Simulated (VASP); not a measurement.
# Be2NbF6 (P1) in VASP: further runs

Be2NbF6 is run at these levels: PBE; tasks: single point.

Program: VASP 6.6.1. These are calculated values, not measurements. Logs are shortened: lines on timing, memory, paths and dates and some standing lists are left out, and cuts for length are marked.

### Step 1. The cell of the first run

The typed cell holds 9 atoms: a = 4.815 Å, b = 4.815 Å, c = 4.479 Å, α = 90.00°, β = 90.00°, γ = 60.00°.

### Step 2. Single point, PBE

Contents of INCAR:

```
  PREC = Accurate
  ENCUT = 520
  EDIFF = 1E-6
  ISMEAR = 0
  SIGMA = 0.1
  LREAL = False
  LASPH = True
  NELM = 120
  ALGO = Normal
  ISIF = 2
  LWAVE = False
  LCHARG = False
  GGA = PE
  NBANDS = 40
  GGA_COMPAT = False
```

Contents of KPOINTS:

```
regular mesh
0
Gamma
  4 4 3
```

Contents of POSCAR:

```
Be2NbF6
1.0
    2.4074980600      4.1699089600      0.0000000000
   -2.4074980000      4.1699089300      0.0000000000
    0.0000000000      0.0000000000      4.4791480000
Nb F Be
1 6 2
Direct
   -0.0096533213      0.0042270638     -0.0032204785
    0.3560031167      0.6174999160      0.3042650075
   -0.0269345765      0.4001930881      0.3105298150
    0.6215600654     -0.0066236185      0.3216453218
    0.0056159253      0.6268945309      0.6815660032
    0.6479117082      0.3962134882      0.6836652863
    0.4111475676     -0.0446484394      0.7274483897
    0.3492053099      0.3495056304      0.4822042049
    0.7180487747      0.6289911901      0.4896096311
```

Potentials or basis: VASP PAW PBE potentials, release 64 (Nb_sv, F, Be).

Started as:

```
$ cat potpaw_PBE.64/Nb_sv/POTCAR potpaw_PBE.64/F/POTCAR potpaw_PBE.64/Be/POTCAR > POTCAR
$ mpirun -np 1 vasp_std > vasp.out
```

OUTCAR:

```text
PREC = Accurate
   ENCUT = 520
   EDIFF = 1E-6
   ISMEAR = 0
   LREAL = False
   LASPH = True
   NELM = 120
   ISIF = 2
   GGA = PE

 ion  position               nearest neighbor table
   1  0.990  0.004  0.997-   6 2.27   7 2.27   5 2.27   2 2.28   4 2.32   3 2.34
   2  0.356  0.617  0.304-   8 1.53   9 1.96   1 2.28
   3  0.973  0.400  0.311-   9 1.42   8 1.87   1 2.34
   4  0.622  0.993  0.322-   8 1.71   9 1.75   1 2.32
   5  0.006  0.627  0.682-   9 1.63   8 1.76   1 2.27
   6  0.648  0.396  0.684-   9 1.58   8 1.80   1 2.27
   7  0.411  0.955  0.727-   9 1.86   8 2.08   1 2.27
   8  0.349  0.350  0.482-   2 1.53   4 1.71   5 1.76   6 1.80   3 1.87   7 2.08
   9  0.718  0.629  0.490-   3 1.42   6 1.58   5 1.63   4 1.75   7 1.86   2 1.96

  LATTYP: Found a hexagonal cell.
 ALAT       =     4.8149960648
 C/A-ratio  =     0.9302495661

  Lattice vectors:

 A1 = (   2.4074980000,  -4.1699089300,   0.0000000000)
 A2 = (   2.4074980600,   4.1699089600,   0.0000000000)
 A3 = (   0.0000000000,   0.0000000000,   4.4791480000)

Analysis of symmetry for initial positions (statically):
=====================================================================
 Subroutine PRICEL returns:
 Original cell was already a primitive cell.

 Routine SETGRP: Setting up the symmetry group for a
 hexagonal supercell.

 Subroutine GETGRP returns: Found  1 space group operations
 (whereof  1 operations were pure point group operations)
 out of a pool of 24 trial point group operations.

The static configuration has the point symmetry C_1 .

Analysis of symmetry for dynamics (positions and initial velocities):
=====================================================================
 Subroutine PRICEL returns:
 Original cell was already a primitive cell.

 Routine SETGRP: Setting up the symmetry group for a
 hexagonal supercell.

 Subroutine GETGRP returns: Found  1 space group operations
 (whereof  1 operations were pure point group operations)
 out of a pool of 24 trial point group operations.

The dynamic configuration has the point symmetry C_1 .

 Subroutine INISYM returns: Found  1 space group operations
 (whereof  1 operations are pure point group operations),
 and found     1 'primitive' translations

----------------------------------------------------------------------------------------

                                     Primitive cell

  volume of cell :      89.9328

  direct lattice vectors                    reciprocal lattice vectors
     2.407498060  4.169908960  0.000000000     0.207684489  0.119906693  0.000000000
    -2.407498000  4.169908930  0.000000000    -0.207684491  0.119906696  0.000000000
     0.000000000  0.000000000  4.479148000     0.000000000  0.000000000  0.223256744

  length of vectors
     4.814996121  4.814996065  4.479148000     0.239813390  0.239813393  0.223256744

  position of ions in fractional coordinates (direct lattice)
     0.990346679  0.004227064  0.996779522
     0.356003117  0.617499916  0.304265007
     0.973065424  0.400193088  0.310529815
     0.621560065  0.993376381  0.321645322
     0.005615925  0.626894531  0.681566003
     0.647911708  0.396213488  0.683665286
     0.411147568  0.955351561  0.727448390
     0.349205310  0.349505630  0.482204205
     0.718048775  0.628991190  0.489609631

  ion indices of the primitive-cell ions
   primitive index   ion index
                 1           1
                 2           2
                 3           3
                 4           4
                 5           5
                 6           6
                 7           7
                 8           8
                 9           9

----------------------------------------------------------------------------------------

 KPOINTS: regular mesh

Automatic generation of k-mesh.
 Grid dimensions read from file:
 generate k-points for:    4    4    3

 Generating k-lattice:

  Cartesian coordinates                     Fractional coordinates (reciprocal lattice)
     0.051921122  0.029976673  0.000000000     0.250000000  0.000000000  0.000000000
    -0.051921123  0.029976674  0.000000000    -0.000000000  0.250000000  0.000000000
     0.000000000  0.000000000  0.074418915     0.000000000  0.000000000  0.333333333

  Length of vectors
     0.059953348  0.059953348  0.074418915

  Shift w.r.t. Gamma in fractional coordinates (k-lattice)
     0.000000000  0.000000000  0.000000000

 Subroutine IBZKPT returns following result:
 ===========================================

 Found     26 irreducible k-points:

 Following reciprocal coordinates:
            Coordinates               Weight
  0.000000  0.000000  0.000000      1.000000
  0.250000  0.000000  0.000000      2.000000
  0.250000  0.250000  0.000000      2.000000
  0.000000  0.250000  0.000000      2.000000
  0.500000  0.000000  0.000000      1.000000
  0.500000  0.500000  0.000000      1.000000
[... 16 lines left out ...]
 -0.250000  0.250000  0.333333      2.000000
  0.500000 -0.250000  0.333333      2.000000
 [... further k-points ...]
   k-points           NKPTS =     26   k-points in BZ     NKDIM =     26   number of bands    NBANDS=     40
   number of dos      NEDOS =    301   number of ions     NIONS =      9
   total plane-waves  NPLWV =  46656
   dimension x,y,z NGX =    36 NGY =   36 NGZ =   36
   dimension x,y,z NGXF=    72 NGYF=   72 NGZF=   72
   ions per type =               1   6   2
   NGX,Y,Z   is equivalent  to a cutoff of  12.43, 12.43, 13.36 a.u.
   NGXF,Y,Z  is equivalent  to a cutoff of  24.86, 24.86, 26.72 a.u.
 SYSTEM =  unknown system
   PREC   = accura    normal or accurate (medium, high low for compatibility)
   ISTART =      0    job   : 0-new  1-cont  2-samecut
   ICHARG =      2    charge: 1-file 2-atom 10-const
   ISPIN  =      1    spin polarized calculation?
   LNONCOLLINEAR =      F non collinear calculations
   LSORBIT =      F    spin-orbit coupling
   LASPH  =      T    aspherical Exc in radial PAW
   ENCUT  =  520.0 eV  38.22 Ry    6.18 a.u.   8.95  8.95  8.33*2*pi/ulx,y,z
   NELM   =    120;   NELMIN=  2; NELMDL= -5     # of ELM steps
   EDIFF  = 0.1E-05   stopping-criterion for ELM
   LREAL  =      F    real-space projection
   EDIFFG = 0.1E-04   stopping-criterion for IOM
   NSW    =      0    number of steps for IOM
   IBRION =     -1    ionic relax: 0-MD 1-quasi-New 2-CG
   NFREE  =      0    steps in history (QN), initial steepest desc. (CG)
   ISIF   =      2    stress and relaxation
   ISYM   =      2    0-nonsym 1-usesym 2-fastsym
   POTIM  = 0.5000    time-step for ionic-motion
   TEBEG  =    0.0;   TEEND  =   0.0 temperature during run
   PSTRESS=    0.0 pullay stress
   NELECT =      59.0000    total number of electrons
   NUPDOWN=      -1.0000    fix difference up-down
   EMIN   =  10.00;   EMAX   =-10.00  energy-range for DOS
   EFERMI =   0.00;   METHOD = LEGACY
   ISMEAR =     0;   SIGMA  =   0.10  broadening in eV -4-tet -1-fermi 0-gaus
   EFERMI_NEDOS =   21; number of points for ismear=-14 and -15
   IALGO  =     38    algorithm
   IMIX   =      4    mixing-type and parameters
     AMIX     =   0.40;   BMIX     =  1.00
     AMIX_MAG =   1.60;   BMIX_MAG =  1.00
  volume/ion in A,a.u.               =       9.99        67.43
  Fermi-wavevector in a.u.,A,eV,Ry     =   1.422502  2.688139 27.531548  2.023512
  Thomas-Fermi vector in A             =   2.543199
   LORBIT       =      0    0 simple, 1 ext, 2 COOP (PROOUT), +10 PAW based schemes
   GGA     = PE    functional components
   LHFCALC =     F    Hartree Fock is set to
   AEXX    =    0.0000 exact exchange contribution
   IVDW    =     0    specifies the selected vdW correction
   LEPSILON=     F    determine dielectric tensor
   LRPA    =     F    only Hartree local field effects (RPA)
 non-spin polarized calculation
 Gauss-broadening in eV      SIGMA  =   0.10
  energy-cutoff  :      520.00
  volume of cell :       89.93
 maximum number of plane-waves:      2431
   NGX = 17   NGY = 17   NGZ = 17

 number of electron      58.9999993 magnetization

 Free energy of the ion-electron system (eV)
  ---------------------------------------------------
  ext. energy  EPLUGINS =         0.00000000
  ---------------------------------------------------
  free energy    TOTEN  =       -48.81591189 eV

  energy without entropy =      -48.70938323  energy(sigma->0) =      -48.76264756

 E-fermi :   6.8688     XC(G=0): -10.4550

 val. band max:        6.8685138246   @ k =   0.2500   0.0000   0.3333
 cond. band min:       6.8778022714   @ k =   0.0000   0.2500   0.3333
 fundamental gap:      0.0092884468
 Fermi energy:         6.8687938644

 k-point     1 :       0.0000    0.0000    0.0000
  band No.  band energies     occupation
      1     -49.2367      2.00000
      2     -25.5108      2.00000
      3     -25.4084      2.00000
      4     -25.3312      2.00000
      5     -21.6661      2.00000
      6     -20.5939      2.00000
[... 32 lines left out ...]
     39      15.8472      0.00000
     40      15.9504      0.00000

 k-point     2 :       0.2500    0.0000    0.0000
  band No.  band energies     occupation
      1     -49.2366      2.00000
      2     -25.5091      2.00000
      3     -25.4209      2.00000
      4     -25.3345      2.00000
      5     -21.5521      2.00000
      6     -20.6790      2.00000
[... 32 lines left out ...]
     39      15.7699      0.00000
     40      16.2734      0.00000

 k-point     3 :       0.2500    0.2500    0.0000
  band No.  band energies     occupation
      1     -49.2366      2.00000
      2     -25.5081      2.00000
      3     -25.4141      2.00000
      4     -25.3436      2.00000
      5     -21.5282      2.00000
      6     -20.7128      2.00000
[... 32 lines left out ...]
     39      15.5106      0.00000
     40      16.1004      0.00000

 k-point     4 :       0.0000    0.2500    0.0000
  band No.  band energies     occupation
      1     -49.2366      2.00000
      2     -25.5086      2.00000
      3     -25.4149      2.00000
      4     -25.3440      2.00000
      5     -21.5551      2.00000
      6     -20.5670      2.00000
[... 32 lines left out ...]
     39      15.3725      0.00000
     40      16.1656      0.00000
[... 772 lines left out ...]
     39      15.1160      0.00000
     40      15.6549      0.00000

 k-point    23 :      -0.2500    0.2500    0.3333
  band No.  band energies     occupation
      1     -49.2363      2.00000
      2     -25.5209      2.00000
      3     -25.4215      2.00000
      4     -25.3433      2.00000
      5     -21.3868      2.00000
      6     -20.6908      2.00000
[... 32 lines left out ...]
     39      14.4664      0.00000
     40      15.5219      0.00000

 k-point    24 :       0.5000   -0.2500    0.3333
  band No.  band energies     occupation
      1     -49.2363      2.00000
      2     -25.5191      2.00000
      3     -25.4193      2.00000
      4     -25.3374      2.00000
      5     -21.3737      2.00000
      6     -20.8654      2.00000
[... 32 lines left out ...]
     39      15.1769      0.00000
     40      15.8902      0.00000

 [... further k-points ...]

------------------------ aborting loop because EDIFF is reached ----------------------------------------

  FORCE on cell =-STRESS in cart. coord.  units (eV):
  Direction    XX          YY          ZZ          XY          YZ          ZX
  --------------------------------------------------------------------------------------
  -------------------------------------------------------------------------------------
  Total        2.2521317      2.7740518      9.5820399     -0.1245002     -0.2159730     -1.1748667
  in kB       40.1223577     49.4205099    170.7067267     -2.2180065     -3.8476191    -20.9305798
  external PRESSURE =      86.7498648 kB  Pullay stress =       0.0000000 kB

 VOLUME and BASIS-vectors are now :
 -----------------------------------------------------------------------------
  energy-cutoff  :      520.00
  volume of cell :       89.93
      direct lattice vectors                 reciprocal lattice vectors
     2.407498060  4.169908960  0.000000000     0.207684489  0.119906693  0.000000000
    -2.407498000  4.169908930  0.000000000    -0.207684491  0.119906696  0.000000000
     0.000000000  0.000000000  4.479148000     0.000000000  0.000000000  0.223256744

 POSITION                                       TOTAL-FORCE (eV/Angst)
 -----------------------------------------------------------------------------------
      2.37408      4.14728      4.46472         0.539676      0.342194     -0.232143
     -0.62955      4.05942      1.36285        -0.851243      0.481062     -2.363451
      1.37919      5.72636      1.39091         3.555687     -0.786959     -4.252044
     -0.89515      6.73414      1.44070        -0.529213      0.913194     -1.802762
     -1.49573      2.63751      3.05284         0.472054      1.507328      2.662237
      0.60596      4.35391      3.06224         1.234025     -1.761012      2.008118
     -1.31017      5.69818      3.25835        -1.674302     -0.372230      1.354993
     -0.00072      2.91356      2.15986         0.419165     -0.534574      0.681756
      0.21441      5.61703      2.19303        -3.165848      0.210997      1.943296
 -----------------------------------------------------------------------------------
    total drift:                               -0.000299      0.000312     -0.000230

  FREE ENERGIE OF THE ION-ELECTRON SYSTEM (eV)
  ---------------------------------------------------
  free  energy   TOTEN  =       -48.8159118903 eV

  energy  without entropy=      -48.7093832303  energy(sigma->0) =      -48.76264756
```

It took 91 s on 1 thread of Intel Xeon Platinum 8375C at 2.90GHz (Ice Lake), shared host; peak memory 0.24 GiB.

What came out:

* Free energy: -48.8159 eV
* Pressure: 8.7 GPa
* Largest force: 5.598 eV/Å
* Band gap on the k mesh: zero (an odd number of electrons rules out a gap without spin polarisation)

Forces in eV/Å, atoms in the order of the input:
```
Nb   0.540  0.342 -0.232
F   -0.851  0.481 -2.363
F    3.556 -0.787 -4.252
F   -0.529  0.913 -1.803
F    0.472  1.507  2.662
F    1.234 -1.761  2.008
F   -1.674 -0.372  1.355
Be   0.419 -0.535  0.682
Be  -3.166  0.211  1.943
```

Stress tensor (GPa, compression positive):
```
 4.01 -0.22 -2.09
-0.22  4.94 -0.38
-2.09 -0.38 17.07
```

Caveat: the k points lie up to 0.47 Å⁻¹ apart, too coarse for converged energies and pressures of a metal; an odd number of electrons without spin polarisation forces a metal; a magnetic or distorted state may lie lower.

(Part 1 of 2 ends here.)
